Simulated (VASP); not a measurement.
Wanted: the native input for a VASP 6.6.1 run.

```
Task                   : single point
Functional             : PBEsol
Potentials or basis    : VASP PAW PBE potentials, release 64 (Be)
Cutoff                 : 520 eV
k mesh                 : 6 × 6 × 6
Occupations            : gaussian, width 0.1 eV
Spin                   : no spin polarisation
Dipole correction      : no
Further INCAR settings : ALGO = Normal; EDIFF = 1e-06; NBANDS = 18
```

The structure of Be lies in POSCAR:

```
Be
1.0
    4.0298989042     -0.1991142626      0.1985761503
   -0.2018510518      4.0293429611      0.2000317885
    0.2025082751      0.2012314178      4.0296701211
Be
8
Direct
    0.5016286215      0.5016403825      0.4983789431
    0.9983787213     -0.0016057881      0.0016113335
    0.2499926923     -0.0550695287      0.4449245193
    0.5550794321      0.2499967952      0.0550921982
    0.4436395427      0.7500023273     -0.0563383134
    0.7499954514      0.0563185632      0.5563262350
   -0.0550551433      0.5550326664      0.7500131380
    0.0563406820      0.4436845823      0.2499919463
```

These files were run (other wordings do the same):

INCAR

```
PREC = Accurate
ENCUT = 520
EDIFF = 1E-6
ISMEAR = 0
SIGMA = 0.1
LREAL = False
LASPH = True
NELM = 100
ALGO = Normal
ISIF = 2
LWAVE = False
LCHARG = False
GGA = PS
NBANDS = 18
```

KPOINTS

```
regular mesh
0
Gamma
  6 6 6
```

Potentials or basis: VASP PAW PBE potentials, release 64 (Be).

Command:

```sh
$ cat potpaw_PBE.64/Be/POTCAR > POTCAR
$ mpirun -np 1 vasp_std > vasp.out
```

Results of the run:

- Pressure: 0.4 GPa
- Largest force: 0.005 eV/Å
- Band gap on the k mesh: zero (band 8 reaches 7.42 eV, above the bottom of band 9 at 5.48 eV)

Caveat: the PAW data sets were made with another functional, which shifts forces and pressure a little.

It took 2.2 min on 1 thread of Intel(R) Xeon(R) Platinum 8375C CPU @ 2.90GHz (Ice Lake) (shared host), peak memory 0.22 GiB.
